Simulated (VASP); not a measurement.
# CaH (Cmcm) in VASP: relaxation of cell and atoms with PBE

Aim: the relaxation of cell and atoms of CaH with PBE.

Everything below comes from runs of VASP 6.6.1. Logs are shortened: lines on timing, memory, paths and dates and some standing lists are left out, and cuts for length are marked.

### Step 1. The cell of the first run

Symmetry: Cmcm, No. 63, orthorhombic system. Conventional cell: a = 4.324 Å, b = 6.854 Å, c = 4.867 Å, α = 90.00°, β = 90.00°, γ = 90.00°. Ca (site symmetry m2m) has 5 H at 2.34 to 2.44 Å within 3.1 Å. Within 3.1 Å of H (site symmetry m2m) lie 5 Ca at 2.34 to 2.44 Å.

The cell was generated, and may not be a known phase.

### Step 2. Relaxation of cell and atoms, PBE

INCAR

```
ALGO = Normal
EDIFF = 1E-6
EDIFFG = -0.04
ENCUT = 600
GGA = PE
IBRION = 2
ISIF = 3
ISMEAR = 0
LASPH = True
LCHARG = False
LREAL = False
LWAVE = False
NELM = 80
NSW = 90
PREC = Accurate
SIGMA = 0.1
```

KPOINTS

```
k-points
0
Gamma
  6 6 4
```

POSCAR

```
CaH
1.0
    2.1620861421     -3.4271530790      0.0000000000
    2.1620861421      3.4271530790      0.0000000000
    0.0000000000      0.0000000000      4.8669697290
Ca H
2 2
Direct
    0.3193338409      0.6806661591      0.2500000000
    0.6806661591      0.3193338409      0.7500000000
    0.6602492476      0.3397507524      0.2500000000
    0.3397507524      0.6602492476      0.7500000000
```

Potentials or basis: VASP PAW PBE potentials, release 64 (Ca_sv, H).

Started as:

```bash
$ cat potpaw_PBE.64/Ca_sv/POTCAR potpaw_PBE.64/H/POTCAR > POTCAR
$ mpirun -np 1 vasp_std > vasp.out
```

OUTCAR:

```text
EDIFF = 1E-6
   EDIFFG = -0.04
   ENCUT = 600
   GGA = PE
   IBRION = 2
   ISIF = 3
   ISMEAR = 0
   LASPH = True
   LREAL = False
   NELM = 80
   NSW = 90
   PREC = Accurate

 ion  position               nearest neighbor table
   1  0.319  0.681  0.250-
   2  0.681  0.319  0.750-
   3  0.660  0.340  0.250-
   4  0.340  0.660  0.750-

  LATTYP: Found a base centered orthorhombic cell.
 ALAT       =     4.3241722842
 B/A-ratio  =     1.5851140305
 C/A-ratio  =     1.1255263225

  Lattice vectors:

 A1 = (   2.1620861421,  -3.4271530790,   0.0000000000)
 A2 = (   2.1620861421,   3.4271530790,   0.0000000000)
 A3 = (   0.0000000000,   0.0000000000,   4.8669697290)

Analysis of symmetry for initial positions (statically):
=====================================================================
 Subroutine PRICEL returns:
 Original cell was already a primitive cell.

 Routine SETGRP: Setting up the symmetry group for a
 base centered orthorhombic supercell.

 Subroutine GETGRP returns: Found  8 space group operations
 (whereof  4 operations were pure point group operations)
 out of a pool of  8 trial point group operations.

The static configuration has the point symmetry C_2h.
 The point group associated with its full space group is D_2h.

Analysis of symmetry for dynamics (positions and initial velocities):
=====================================================================
 Subroutine PRICEL returns:
 Original cell was already a primitive cell.

 Routine SETGRP: Setting up the symmetry group for a
 base centered orthorhombic supercell.

 Subroutine GETGRP returns: Found  8 space group operations
 (whereof  4 operations were pure point group operations)
 out of a pool of  8 trial point group operations.

The dynamic configuration has the point symmetry C_2h.
 The point group associated with its full space group is D_2h.

 Subroutine INISYM returns: Found  8 space group operations
 (whereof  4 operations are pure point group operations),
 and found     1 'primitive' translations

----------------------------------------------------------------------------------------

                                     Primitive cell

  volume of cell :      72.1265

  direct lattice vectors                    reciprocal lattice vectors
     2.162086142 -3.427153079  0.000000000     0.231258131 -0.145893687  0.000000000
     2.162086142  3.427153079  0.000000000     0.231258131  0.145893687  0.000000000
     0.000000000  0.000000000  4.866969729     0.000000000  0.000000000  0.205466657

  length of vectors
     4.052159265  4.052159265  4.866969729     0.273432425  0.273432425  0.205466657

  position of ions in fractional coordinates (direct lattice)
     0.319333841  0.680666159  0.250000000
     0.680666159  0.319333841  0.750000000
     0.660249248  0.339750752  0.250000000
     0.339750752  0.660249248  0.750000000

  ion indices of the primitive-cell ions
   primitive index   ion index
                 1           1
                 2           2
                 3           3
                 4           4

----------------------------------------------------------------------------------------

 KPOINTS: k-points

Automatic generation of k-mesh.
 Grid dimensions read from file:
 generate k-points for:    6    6    4

 Generating k-lattice:

[... 68 lines left out ...]
   ISYM   =      2    0-nonsym 1-usesym 2-fastsym
   POTIM  = 0.5000    time-step for ionic-motion
   TEBEG  =    0.0;   TEEND  =   0.0 temperature during run
   PSTRESS=    0.0 pullay stress
   NELECT =      22.0000    total number of electrons
   NUPDOWN=      -1.0000    fix difference up-down
   EMIN   =  10.00;   EMAX   =-10.00  energy-range for DOS
   EFERMI =   0.00;   METHOD = LEGACY
   ISMEAR =     0;   SIGMA  =   0.10  broadening in eV -4-tet -1-fermi 0-gaus
   EFERMI_NEDOS =   21; number of points for ismear=-14 and -15
   IALGO  =     38    algorithm
   IMIX   =      4    mixing-type and parameters
     AMIX     =   0.40;   BMIX     =  1.00
     AMIX_MAG =   1.60;   BMIX_MAG =  1.00
  volume/ion in A,a.u.               =      18.03       121.68
  Fermi-wavevector in a.u.,A,eV,Ry     =   1.102006  2.082490 16.523153  1.214418
  Thomas-Fermi vector in A             =   2.238442
   LORBIT       =      0    0 simple, 1 ext, 2 COOP (PROOUT), +10 PAW based schemes
   GGA     = PE    functional components
   LHFCALC =     F    Hartree Fock is set to
   AEXX    =    0.0000 exact exchange contribution
   IVDW    =     0    specifies the selected vdW correction
   LEPSILON=     F    determine dielectric tensor
   LRPA    =     F    only Hartree local field effects (RPA)
 conjugate gradient relaxation of ions
 non-spin polarized calculation
 Gauss-broadening in eV      SIGMA  =   0.10
  energy-cutoff  :      600.00
  volume of cell :       72.13
 maximum number of plane-waves:      2452
   NGX = 17   NGY = 17   NGZ = 19

--------------------------------------- Ionic step        1  -------------------------------------------

 number of electron      22.0000002 magnetization

 Free energy of the ion-electron system (eV)
  ---------------------------------------------------
  ext. energy  EPLUGINS =         0.00000000
  ---------------------------------------------------
  free energy    TOTEN  =       -11.81976799 eV

  energy without entropy =      -11.81644886  energy(sigma->0) =      -11.81810842

------------------------ aborting loop because EDIFF is reached ----------------------------------------

  FORCE on cell =-STRESS in cart. coord.  units (eV):
  Direction    XX          YY          ZZ          XY          YZ          ZX
  --------------------------------------------------------------------------------------
  -------------------------------------------------------------------------------------
  Total       -0.2076944      0.2129043      0.0194486      0.0000000      0.0000000      0.0000000
  in kB       -4.6136021      4.7293327      0.4320197      0.0000000      0.0000000      0.0000000
  external PRESSURE =       0.1825834 kB  Pullay stress =       0.0000000 kB

 VOLUME and BASIS-vectors are now :
 -----------------------------------------------------------------------------
  energy-cutoff  :      600.00
  volume of cell :       72.13
      direct lattice vectors                 reciprocal lattice vectors
     2.162086142 -3.427153079  0.000000000     0.231258131 -0.145893687  0.000000000
     2.162086142  3.427153079  0.000000000     0.231258131  0.145893687  0.000000000
     0.000000000  0.000000000  4.866969729     0.000000000  0.000000000  0.205466657

 POSITION                                       TOTAL-FORCE (eV/Angst)
 -----------------------------------------------------------------------------------
      2.16209      1.23834      1.21674         0.000000      0.005241     -0.000000
      2.16209     -1.23834      3.65023         0.000000     -0.005241      0.000000
      2.16209     -1.09840      1.21674         0.000000     -0.028902      0.000000
      2.16209      1.09840      3.65023         0.000000      0.028902      0.000000
 -----------------------------------------------------------------------------------
    total drift:                               -0.000000     -0.000000      0.000000

  FREE ENERGIE OF THE ION-ELECTRON SYSTEM (eV)
  ---------------------------------------------------
  free  energy   TOTEN  =       -11.8197679872 eV

  energy  without entropy=      -11.8164488568  energy(sigma->0) =      -11.81810842

--------------------------------------- Ionic step        2  -------------------------------------------

 number of electron      22.0000003 magnetization

 Free energy of the ion-electron system (eV)
  ---------------------------------------------------
  ext. energy  EPLUGINS =         0.00000000
  ---------------------------------------------------
  free energy    TOTEN  =       -11.82074741 eV

  energy without entropy =      -11.81742223  energy(sigma->0) =      -11.81908482

 E-fermi :   2.9243     XC(G=0):  -8.6162

 val. band max:        2.7381933705   @ k =   0.1667   0.1667   0.5000
 cond. band min:       2.9286527712   @ k =   0.3333   0.3333   0.5000
 fundamental gap:      0.1904594007
 Fermi energy:         2.9242772910

 k-point     1 :       0.0000    0.0000    0.0000
  band No.  band energies     occupation
      1     -38.6687      2.00000
      2     -38.5885      2.00000
      3     -19.9444      2.00000
      4     -19.7068      2.00000
      5     -19.6177      2.00000
      6     -19.5676      2.00000
      7     -19.5310      2.00000
      8     -19.5195      2.00000
      9      -3.7309      2.00000
     10      -1.7653      2.00000
     11       4.3136      0.00000
     12       4.9681      0.00000
     13       5.0589      0.00000
     14       5.2399      0.00000
[... 401 lines left out ...]
      2     -38.6108      2.00000
      3     -19.8710      2.00000
      4     -19.7763      2.00000
      5     -19.7224      2.00000
      6     -19.6206      2.00000
      7     -19.5616      2.00000
      8     -19.5418      2.00000
      9      -1.9371      2.00000
     10      -1.5189      2.00000
     11       2.3468      2.00000
     12       3.0752      0.03284
     13       4.2353      0.00000
     14       4.7066      0.00000
     15       5.9141      0.00000

 [... further k-points ...]
[... 5 lines left out ...]
  --------------------------------------------------------------------------------------
  -------------------------------------------------------------------------------------
  Total       -0.1576686      0.1370306      0.0226370      0.0000000      0.0000000      0.0000000
  in kB       -3.5013397      3.0430339      0.5026998      0.0000000      0.0000000      0.0000000
  external PRESSURE =       0.0147980 kB  Pullay stress =       0.0000000 kB

 VOLUME and BASIS-vectors are now :
 -----------------------------------------------------------------------------
  energy-cutoff  :      600.00
  volume of cell :       72.15
      direct lattice vectors                 reciprocal lattice vectors
     2.156670264 -3.435953210  0.000000000     0.231838871 -0.145520026  0.000000000
     2.156670264  3.435953210  0.000000000     0.231838871  0.145520026  0.000000000
     0.000000000  0.000000000  4.868111340     0.000000000  0.000000000  0.205418473

 POSITION                                       TOTAL-FORCE (eV/Angst)
 -----------------------------------------------------------------------------------
      2.15667      1.24177      1.21703         0.000000     -0.020281      0.000000
      2.15667     -1.24177      3.65108         0.000000      0.020281     -0.000000
      2.15667     -1.10262      1.21703         0.000000     -0.021277     -0.000000
      2.15667      1.10262      3.65108         0.000000      0.021277     -0.000000
 -----------------------------------------------------------------------------------
    total drift:                                0.000000      0.000000      0.000000

  FREE ENERGIE OF THE ION-ELECTRON SYSTEM (eV)
  ---------------------------------------------------
  free  energy   TOTEN  =       -11.8207474070 eV

  energy  without entropy=      -11.8174222287  energy(sigma->0) =      -11.81908482

 reached required accuracy - stopping structural energy minimisation
```

Run time: 63 s. Hardware: 1 thread of AMD EPYC 9R14 (Zen 4), shared host; peak memory 0.19 GiB.

What came out:

| Property | Result |
| --- | --- |
| Free energy | -11.8207 eV |
| Relaxed volume | 18.04 Å³/atom |
| Relaxed cell | a = 4.057 Å, b = 4.057 Å, c = 4.868 Å, α = 90.00°, β = 90.00°, γ = 115.77° |
| Space group after relaxing (to 0.1 Å) | Cmcm (No. 63) |
| Energy gained by relaxing | 0.2 meV/atom |
| Ionic steps | 2 |
| Pressure after relaxing | 0.0 GPa |
| Largest force after relaxing | 0.021 eV/Å |
| Band gap on the k mesh | zero (bands 11 and 12 overlap by 2.17 eV) |

Forces in eV/Å, atoms in the order of the input:
```
Ca   0.000 -0.020  0.000
Ca   0.000  0.020  0.000
H    0.000 -0.021  0.000
H    0.000  0.021  0.000
```

Step by step:
| step | energy change (eV) | largest force (eV/Å) | pressure (GPa) | volume (Å³) |
| --- | --- | --- | --- | --- |
| 1 | 0.0000 | 0.0289 | 0.02 | 72.13 |
| 2 | -0.0010 | 0.0213 | 0.00 | 72.15 |

Final structure:
```
CELL_PARAMETERS angstrom
2.15667 -3.43595 0.00000
2.15667 3.43595 0.00000
0.00000 0.00000 4.86811
ATOMIC_POSITIONS crystal
Ca 0.31930 0.68070 0.25000
Ca 0.68070 0.31930 0.75000
H 0.66045 0.33955 0.25000
H 0.33955 0.66045 0.75000
```

Levels at points of the mesh, in eV from the Fermi level:
| k point | band 7 | band 8 | band 9 | band 10 | band 11 | band 12 | band 13 | band 14 | band 15 |
| --- | --- | --- | --- | --- | --- | --- | --- | --- | --- |
| (0.00, 0.00, 0.00) | -22.46 | -22.44 | -6.66 | -4.69 | 1.39 | 2.04 | 2.13 | 2.32 | 2.44 |
| (0.50, 0.00, 0.00) | -22.56 | -22.43 | -5.27 | -4.57 | -0.99 | 0.88 | 1.87 | 2.27 | 2.61 |
| (0.50, 0.50, 0.00) | -22.51 | -22.45 | -5.12 | -4.70 | -0.78 | 0.63 | 1.35 | 2.98 | 3.19 |
| (0.00, 0.00, 0.50) | -22.49 | -22.49 | -5.35 | -5.35 | 1.31 | 1.31 | 1.66 | 1.66 | 1.77 |
| (0.50, 0.00, 0.50) | -22.46 | -22.46 | -4.36 | -4.36 | -0.78 | -0.78 | 1.89 | 1.89 | 2.53 |
| (0.50, 0.50, 0.50) | -22.48 | -22.48 | -4.32 | -4.32 | -0.63 | -0.63 | 2.00 | 2.00 | 2.24 |

The gap in the log of VASP goes by the Fermi energy; the results here count the filled bands.